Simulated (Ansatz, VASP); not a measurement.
# LaGa3N4: VASP beside Ansatz

The input INCAR:

```
SYSTEM = LaGa3N4
ALGO = Normal
EDIFF = 1E-6
ENCUT = 520
GGA = PE
ISIF = 2
ISMEAR = -1
LASPH = .True.
LCHARG = .False.
LREAL = .False.
LWAVE = .False.
NBANDS = 45
NELM = 80
PREC = Accurate
SIGMA = 0.02
```

The input KPOINTS:

```
k-points
0
Gamma
  6 8 4
  0 0 0
```

POSCAR

```
LaGa3N4
1.0
    5.4371194260      0.0000000000      0.0760436628
    0.0000000000      3.3556437676      0.0000000000
    0.0812542523      0.0000000000      5.9876952004
Ga La N
3 1 4
Direct
    0.0002389616      0.0000000000      0.6803099855
   -0.0066398824      0.5000000000      0.1520449116
    0.5139498049      0.5000000000      0.8354163592
    0.5052831653      0.0000000000      0.3403913782
    0.6453445186      0.0000000000      0.7085321102
    0.6467941855      0.5000000000      0.1214036534
    0.1421061356      0.5000000000      0.8275849812
    0.0529231109      0.0000000000      0.3343166207
```

Input for Ansatz:

```yaml
crystal:
  lattice:
    - [5.437119426, 0.0, 0.0760436628]
    - [0.0, 3.3556437676, 0.0]
    - [0.0812542523, 0.0, 5.9876952004]
  atoms:
    - { symbol: Ga, position: [0.0002389616, 0.0, 0.6803099855] }
    - { symbol: Ga, position: [-0.0066398824, 0.5, 0.1520449116] }
    - { symbol: Ga, position: [0.5139498049, 0.5, 0.8354163592] }
    - { symbol: La, position: [0.5052831653, 0.0, 0.3403913782] }
    - { symbol: "N", position: [0.6453445186, 0.0, 0.7085321102] }
    - { symbol: "N", position: [0.6467941855, 0.5, 0.1214036534] }
    - { symbol: "N", position: [0.1421061356, 0.5, 0.8275849812] }
    - { symbol: "N", position: [0.0529231109, 0.0, 0.3343166207] }
kpoints:
  mp_grid: { grid: [6, 8, 4] }
  band_path:
    path:
      - [0.0, 0.0, 0.0]
      - [1.014107710984e-36, -0.5, -5.86862331223e-18]
      - [-8.72240362551e-19, -0.5, -0.5]
      - [-8.72240362551e-19, 4.722985590254e-19, -0.5]
      - [0.0, 0.0, 0.0]
      - [-0.5, 5.591396879247e-19, -0.5]
      - [-0.5, -0.5, -0.5]
      - [1.014107710984e-36, -0.5, -5.86862331223e-18]
      - [-0.5, -0.5, 5.237856250112e-17]
      - [-0.5, 8.684112889928e-20, 5.789356436337e-17]
      - [0.0, 0.0, 0.0]
    npoints: 10
hamiltonian:
  xc: pbe
scf:
  occupations: { method: fermi_dirac, width: 0.02 }
  n_extra_bands: 6
output:
  forces: true
  stress: true
  eigenvalues: true
```

Alike in both runs: task single point; functional PBE; k mesh 6 × 8 × 4; occupations fermi-dirac, width 0.02 eV; no spin polarisation.

```csv
,VASP,Ansatz
version,VASP 6.6.1,Ansatz 0.2.0
potentials or method,"VASP PAW PBE potentials, release 64 (Ga_d, La, N)","plane waves, PAW"
plane-wave cutoff (eV),520,420
valence electrons in the cell,70,70
```

VASP gave:

| Property | Result |
| --- | --- |
| pressure (GPa) | 4.0 |
| traceless stress, the component that is largest in VASP (GPa) | 0.21 |
| rms of the force components (eV/Å) | 0.090 |

Which values does Ansatz return?

Pressure (GPa): 3.9; traceless stress, the component that is largest in VASP (GPa): 0.16; rms of the force components (eV/Å): 0.089.

Atom by atom the forces differ by 0.010 eV/Å (rms over components).

Neither program's run includes spin-orbit coupling.
